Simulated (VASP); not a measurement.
Sb, 2 atoms in the cell. The structure is monoclinic, space group P2_1/m (No. 11). The conventional cell has a = 3.122 Å, b = 4.348 Å, c = 4.406 Å, α = 90.00°, β = 90.51°, γ = 90.00°. Sb (site symmetry m) has 6 Sb at 3.04 to 3.15 Å within 4.0 Å. 

* Program: VASP 6.6.1
* Task: single point
* Functional: PBE
* Potentials or basis: VASP PAW PBE potentials, release 64 (Sb)
* Cutoff: 520 eV
* k mesh: 6 × 4 × 4
* Occupations: gaussian, width 0.1 eV
* Spin: no spin polarisation
* Dipole correction: no
* Charge: -0.1
* Further INCAR settings: ALGO = Normal; EDIFF = 1e-06; NBANDS = 12; NELECT = 10.1

Potentials or basis: VASP PAW PBE potentials, release 64 (Sb).

Command:

```bash
$ cat potpaw_PBE.64/Sb/POTCAR > POTCAR
$ mpirun -np 1 vasp_std > vasp.out
```

Hardware: 1 thread of Intel(R) Xeon(R) Platinum 8259CL CPU @ 2.50GHz (Skylake/Cascade Lake) (shared host).

Q: Estimate the wall time of this run.

A: It took 17 s on 1 thread of Intel(R) Xeon(R) Platinum 8259CL CPU @ 2.50GHz (Skylake/Cascade Lake), with other jobs on the host, peak memory 0.18 GiB. Counts: scf iterations 11, k points 42.
